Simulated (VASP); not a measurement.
Wanted: the native input for a VASP 6.6.1 run.

```yaml
Task: single point
Functional: r2SCAN
Potentials_or_basis: VASP PAW PBE potentials, release 64 (Cd, Se)
Cutoff: 520 eV
k_mesh: 9 × 9 × 9
Occupations: fermi-dirac, width 0.05 eV
Spin: no spin polarisation
Dipole_correction: no
Further_INCAR_settings: ALGO = Normal; EDIFF = 1e-06; NBANDS = 29
```

The system is Cd3Se.

```
Cd Se
1.0
    -2.02725    2.02725    6.04623
     2.02725   -2.02725    6.04623
     2.02725    2.02725   -6.04623
Cd Se
3 1
Cartesian
  0.0000 0.0000 6.0462
  2.0273 0.0000 3.0231
  0.0000 2.0273 3.0231
  0.0000 0.0000 0.0000
```

One way to write it, as run:

POSCAR

```
Cd3Se
1.0
   -2.0272549161      2.0272549161      6.0462258831
    2.0272549161     -2.0272549161      6.0462258831
    2.0272549161      2.0272549161     -6.0462258831
Cd Se
3 1
Direct
    0.5000000000      0.5000000000      0.0000000000
    0.2500000000      0.7500000000      0.5000000000
    0.7500000000      0.2500000000      0.5000000000
    0.0000000000      0.0000000000      0.0000000000
```

INCAR.step1

```
PREC = Accurate ; ENCUT = 520
ISMEAR = -1 ; SIGMA = 0.05
LREAL = False ; LASPH = True
NELM = 80 ; NBANDS = 29
GGA = PE ; ALGO = Normal
EDIFF = 1E-4 ; LWAVE = True
LCHARG = False
```

INCAR.step2

```
PREC = Accurate ; ENCUT = 520
EDIFF = 1E-6 ; ISMEAR = -1
SIGMA = 0.05 ; LREAL = False
LASPH = True ; NELM = 80
ALGO = Normal ; ISIF = 2
LWAVE = False ; LCHARG = False
METAGGA = R2SCAN ; LMIXTAU = True
NBANDS = 29 ; ISTART = 1
```

KPOINTS

```
Automatic mesh
0
Gamma
  9 9 9
```

Potentials or basis: VASP PAW PBE potentials, release 64 (Cd, Se).

Run with:

```sh
$ cat potpaw_PBE.64/Cd/POTCAR potpaw_PBE.64/Se/POTCAR > POTCAR
$ cp INCAR.step1 INCAR
$ mpirun -np 1 vasp_std > vasp.out
$ cp INCAR.step2 INCAR
$ mpirun -np 1 vasp_std > vasp.out
```

Results of the run:

```yaml
Pressure: -1.2 GPa
Band_gap_on_the_k_mesh: zero (bands 21 and 22 overlap by 1.66 eV)
```

Caveat: the PAW data sets were made with another functional, which shifts forces and pressure a little.

Run time: 42 min on 1 thread of Oxide Virtual Turin-like Processor, with other jobs on the host, peak memory 0.46 GiB.
